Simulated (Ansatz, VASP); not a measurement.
**One calculation of CdF2, two programs**

The input INCAR:

```
SYSTEM = CdF2
ALGO = Normal
EDIFF = 1E-7
ENCUT = 520
GGA = PE
ISIF = 2
ISMEAR = -1
LASPH = .True.
LCHARG = .False.
LREAL = .False.
LWAVE = .False.
NBANDS = 20
NELM = 80
PREC = Accurate
SIGMA = 0.05
```

Contents of KPOINTS:

```
k-points
0
Gamma
  11 11 11
  0 0 0
```

POSCAR

```
CdF2
1.0
    0.0000000000      2.7407197206      2.7407197206
    2.7407197206      0.0000000000      2.7407197206
    2.7407197206      2.7407197206      0.0000000000
Cd F
1 2
Direct
    0.0210656345      0.0210656345      0.0210656345
    0.2500000000      0.2500000000      0.2500000000
    0.7500000000      0.7500000000      0.7500000000
```

Input for Ansatz:

```yaml
crystal:
  lattice:
    - [0.0, 2.7407197206, 2.7407197206]
    - [2.7407197206, 0.0, 2.7407197206]
    - [2.7407197206, 2.7407197206, 0.0]
  atoms:
    - { symbol: Cd, position: [0.0210656345, 0.0210656345, 0.0210656345] }
    - { symbol: F, position: [0.25, 0.25, 0.25] }
    - { symbol: F, position: [0.75, 0.75, 0.75] }
kpoints:
  mp_grid: { grid: [11, 11, 11] }
scf:
  occupations: { method: fermi_dirac, width: 0.05 }
hamiltonian:
  xc: pbe
  pseudopotentials: { kind: all_electron, lapw: { basis_error: 0.001 } }
output:
  forces: true
  stress: true
  eigenvalues: true
```

Alike in both runs: task single point; functional PBE; k mesh 11 × 11 × 11; occupations fermi-dirac, width 0.05 eV; no spin polarisation.

|  | VASP | Ansatz |
| --- | --- | --- |
| version | VASP 6.6.1 | Ansatz 0.2.0 |
| potentials or method | VASP PAW PBE potentials, release 64 (Cd, F), cutoff 520 eV | all-electron LAPW, scalar-relativistic |

Ansatz gave:

- gap on the k mesh at the Fermi level (eV): 2.97
- pressure (GPa): 1.9
- traceless stress, the component that is largest in VASP (GPa): 1.18
- rms of the force components (eV/Å): 0.411

Estimate VASP's values.

gap on the k mesh at the Fermi level (eV): 2.95; pressure (GPa): 2.5; traceless stress, the component that is largest in VASP (GPa): 1.28; rms of the force components (eV/Å): 0.453.

Atom by atom the forces differ by 0.043 eV/Å (rms over components). Ansatz ran all-electron here, and VASP with PAW potentials.
